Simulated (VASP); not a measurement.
# Co in VASP: further runs, part 2 of 2

VASP 6.6.1. Earlier steps stand in the parts before.

### 3 Single point, PBE, collinear spin, ferromagnetic start

This run uses another cell than the first one, of 11.55 Å³/atom.

INCAR

```
SYSTEM = Co
  PREC = Accurate
  ENCUT = 690
  EDIFF = 1E-6
  ISMEAR = -1
  SIGMA = 0.05
  LREAL = .False.
  LASPH = .True.
  NELM = 200
  ALGO = Normal
  ISIF = 2
  LWAVE = .False.
  LCHARG = .False.
  ISPIN = 2
  MAGMOM = 2 2 2 2 2 2
  LORBIT = 11
  LMAXMIX = 4
  GGA = PE
  NBANDS = 64
  GGA_COMPAT = .False.
```

KPOINTS

```
regular mesh
0
Gamma
  7 7 7
  0 0 0
```

POSCAR

```
Co
1.0
    0.0000000000      3.2597104542      3.2597104542
    3.2597104542      0.0000000000      3.2597104542
    3.2597104542      3.2597104542      0.0000000000
Co
6
Direct
    0.1250000000      0.1250000000      0.1250000000
    0.6250000000      0.1250000000      0.1250000000
    0.1250000000      0.6250000000      0.1250000000
    0.1250000000      0.1250000000      0.6250000000
    0.5000000000      0.5000000000      0.5000000000
    0.7500000000      0.7500000000      0.7500000000
```

Potentials or basis: VASP PAW PBE potentials, release 64 (Co_sv).

Run with:

```bash
$ cat potpaw_PBE.64/Co_sv/POTCAR > POTCAR
$ mpirun -np 1 vasp_std > vasp.out
```

OUTCAR:

```text
SYSTEM = Co
   PREC = Accurate
   ENCUT = 690
   EDIFF = 1E-6
   ISMEAR = -1
   LREAL = .False.
   LASPH = .True.
   NELM = 200
   ISIF = 2
   ISPIN = 2
   LORBIT = 11
   GGA = PE

 ion  position               nearest neighbor table
   1  0.125  0.125  0.125-   2 2.30   3 2.30   4 2.30   4 2.30   3 2.30   2 2.30
   2  0.625  0.125  0.125-   1 2.30   4 2.30   3 2.30   1 2.30   3 2.30   4 2.30
   3  0.125  0.625  0.125-   1 2.30   4 2.30   1 2.30   2 2.30   4 2.30   2 2.30
   4  0.125  0.125  0.625-   1 2.30   1 2.30   2 2.30   3 2.30   3 2.30   2 2.30
   5  0.500  0.500  0.500-
   6  0.750  0.750  0.750-

  LATTYP: Found a face centered cubic cell.
 ALAT       =     6.5194209084

  Lattice vectors:

 A1 = (   0.0000000000,   3.2597104542,   3.2597104542)
[... 2872 lines left out ...]
      0.81493      0.81493      0.81493        -0.000000      0.000000     -0.000000
      0.81493      2.44478      2.44478        -0.000000      0.000000     -0.000000
      2.44478      0.81493      2.44478        -0.000000      0.000000     -0.000000
      2.44478      2.44478      0.81493        -0.000000      0.000000     -0.000000
      3.25971      3.25971      3.25971        -0.000000     -0.000000     -0.000000
      4.88957      4.88957      4.88957         0.000000      0.000000      0.000000
 -----------------------------------------------------------------------------------
    total drift:                                0.000000     -0.000000      0.000000

  FREE ENERGIE OF THE ION-ELECTRON SYSTEM (eV)
  ---------------------------------------------------
  free  energy   TOTEN  =       -41.5466866041 eV

  energy  without entropy=      -41.4828272530  energy(sigma->0) =      -41.51475693

 total charge

# of ion       s       p       d       tot
------------------------------------------
    1        2.267   6.130   6.704  15.101
    2        2.267   6.130   6.704  15.101
    3        2.267   6.130   6.704  15.101
    4        2.267   6.130   6.704  15.101
    5        2.192   6.076   6.671  14.940
    6        2.192   6.076   6.671  14.940
--------------------------------------------------
tot         13.451  36.675  40.158  90.283

 magnetization (x)

# of ion       s       p       d       tot
------------------------------------------
    1       -0.002  -0.015   1.742   1.726
    2       -0.002  -0.015   1.742   1.726
    3       -0.002  -0.015   1.742   1.726
    4       -0.002  -0.015   1.742   1.726
    5       -0.002  -0.010   1.820   1.807
    6       -0.002  -0.010   1.820   1.807
--------------------------------------------------
tot         -0.011  -0.080  10.608  10.517
```

OSZICAR:

```text
N       E                     dE             d eps       ncg     rms          rms(c)
DAV:   1     0.308972696686E+04    0.30897E+04   -0.59187E+04  6080   0.578E+03
DAV:   2     0.764618803115E+03   -0.23251E+04   -0.22630E+04  6248   0.168E+03
[... 10 lines left out ...]
DAV:  13    -0.415467656522E+02   -0.59530E-03   -0.30978E-03  8264   0.754E-01    0.445E-01
DAV:  14    -0.415466876253E+02    0.78027E-04   -0.90918E-04  8984   0.382E-01    0.145E-01
DAV:  15    -0.415466966532E+02   -0.90279E-05   -0.12760E-04  8424   0.160E-01    0.835E-02
DAV:  16    -0.415466928137E+02    0.38395E-05   -0.29821E-05  7304   0.715E-02    0.606E-02
DAV:  17    -0.415466876612E+02    0.51525E-05   -0.53525E-06  5024   0.589E-02    0.214E-02
DAV:  18    -0.415466866090E+02    0.10521E-05   -0.32385E-06  4592   0.213E-02    0.617E-03
DAV:  19    -0.415466866041E+02    0.48858E-08   -0.56676E-07  3416   0.145E-02
   1 F= -.41546687E+02 E0= -.41514757E+02  d E =-.638594E-01  mag=    10.1002
```

Wall time 6.2 min (1 thread of Intel Xeon Platinum 8259CL at 2.50GHz (Skylake/Cascade Lake), shared host); peak memory 0.38 GiB.

What came out:

- Free energy: -41.5467 eV
- Pressure: -2.5 GPa
- Net moment: 10.10 μB per cell
- Site moments: Co +1.73, +1.81 (each value once) μB
- Valence electrons inside the program's atomic spheres: Co 15.10, 14.94 (each value once)

Levels at points of the mesh, in eV from the Fermi level:
Spin up:
| k point | band 53 | band 54 | band 55 | band 56 | band 57 | band 58 | band 59 | band 60 |
| --- | --- | --- | --- | --- | --- | --- | --- | --- |
| (0.00, 0.00, 0.00) | -0.31 | -0.31 | -0.31 | 1.01 | 2.57 | 2.57 | 2.57 | 6.13 |
Spin down:
| k point | band 41 | band 42 | band 43 | band 44 | band 45 | band 46 | band 47 | band 48 | band 49 | band 50 |
| --- | --- | --- | --- | --- | --- | --- | --- | --- | --- | --- |
| (0.00, 0.00, 0.00) | -0.81 | -0.81 | -0.49 | -0.49 | 0.15 | 0.15 | 0.15 | 0.59 | 0.59 | 0.59 |

### 4 Single point, PBE, collinear spin, ferromagnetic start (atoms moved at random)

INCAR

```
PREC = Accurate
ENCUT = 520
EDIFF = 1E-7
ISMEAR = -1
SIGMA = 0.05
LREAL = F
LASPH = T
NELM = 150
ALGO = Normal
ISIF = 2
LWAVE = F
LCHARG = T
ISPIN = 2
MAGMOM = 2 2 2 2 2 2
LORBIT = 11
LMAXMIX = 4
GGA = PE
LELF = T
LVHAR = T
NBANDS = 40
LUSENCCL = F
```

KPOINTS

```
regular mesh
0
Gamma
  7 7 7
```

POSCAR

```
Co
1.0
    0.0000000000      3.2173717600      3.2173717600
    3.2173717600      0.0000000000      3.2173717600
    3.2173717600      3.2173717600      0.0000000000
Co
6
Direct
    0.1134620000      0.1291570000      0.1344470000
    0.6273560000      0.1272110000      0.1243690000
    0.1220780000      0.6198940000      0.1397780000
    0.1094010000      0.1349720000      0.6271240000
    0.5035150000      0.4934760000      0.5086250000
    0.7486180000      0.7422990000      0.7518840000
```

Potentials or basis: VASP PAW PBE potentials, release 64 (Co).

Run with:

```bash
$ cat potpaw_PBE.64/Co/POTCAR > POTCAR
$ mpirun -np 1 vasp_std > vasp.out
```

Wall time 35 min (1 × NVIDIA H100 80GB with 1 thread of AMD EPYC 7R13 (Zen 3), shared host); peak memory 1.7 GiB.

The run converged. Its results:

* Free energy: -40.9610 eV
* Pressure: 6.1 GPa
* Largest force: 0.824 eV/Å
* Net moment: 9.83 μB per cell
* Site moments: Co +1.62, +1.73 (each value once) μB
* Valence electrons inside the program's atomic spheres: Co 8.45, 8.46, 8.01 (each value once)

Forces on the atoms (eV/Å):
```
Co  -0.388  0.112  0.184
Co   0.248 -0.184 -0.644
Co   0.057 -0.494  0.598
Co  -0.240  0.777 -0.136
Co   0.097 -0.204 -0.064
Co   0.225 -0.006  0.062
```

Stress tensor (GPa, compression positive):
```
 6.06 -0.02 -0.31
-0.02  6.10 -0.28
-0.31 -0.28  6.13
```

Levels at points of the mesh, in eV from the Fermi level:
Spin up:
```tsv
k point	band 28	band 29	band 30	band 31	band 32	band 33	band 34	band 35	band 36	band 37
(0.00, 0.00, 0.00)	-1.14	-0.22	-0.22	-0.21	1.20	2.71	2.73	2.84	6.35	6.45
```
Spin down:
| k point | band 20 | band 21 | band 22 | band 23 | band 24 | band 25 |
| --- | --- | --- | --- | --- | --- | --- |
| (0.00, 0.00, 0.00) | -0.54 | 0.11 | 0.13 | 0.13 | 0.56 | 0.58 |

Caveat: the cell differs from its parent crystal (atoms moved at random); the cell stands under pressure.

### 5 The runs side by side

| potentials or basis | cell | cutoff (eV) | gap on the mesh (eV) | pressure (GPa) | moment (μB) |
| --- | --- | --- | --- | --- | --- |
| VASP PAW PBE potentials, release 64 (Co_sv) | a = 4.639 Å, angles 60.0°, 6 atoms, atomic positions A | 690 | none | -5.7 | 10.27 |
| VASP PAW PBE potentials, release 64 (Co_sv) | a = 4.610 Å, angles 60.0°, 6 atoms, atomic positions A | 690 | none | -2.5 | 10.10 |
| VASP PAW PBE potentials, release 64 (Co) | a = 4.550 Å, angles 60.0°, 6 atoms, atomic positions B | 520 | none | 6.1 | 9.83 |

Alike in all rows: task single point; level PBE; spin collinear, ferromagnetic start; k mesh 7 × 7 × 7; smearing fermi-dirac 0.05 eV.

Caveats: the cell stands under tension (at least some runs); the cell stands under pressure (at least some runs).

Absolute energies hang on the potentials; compare differences alone.
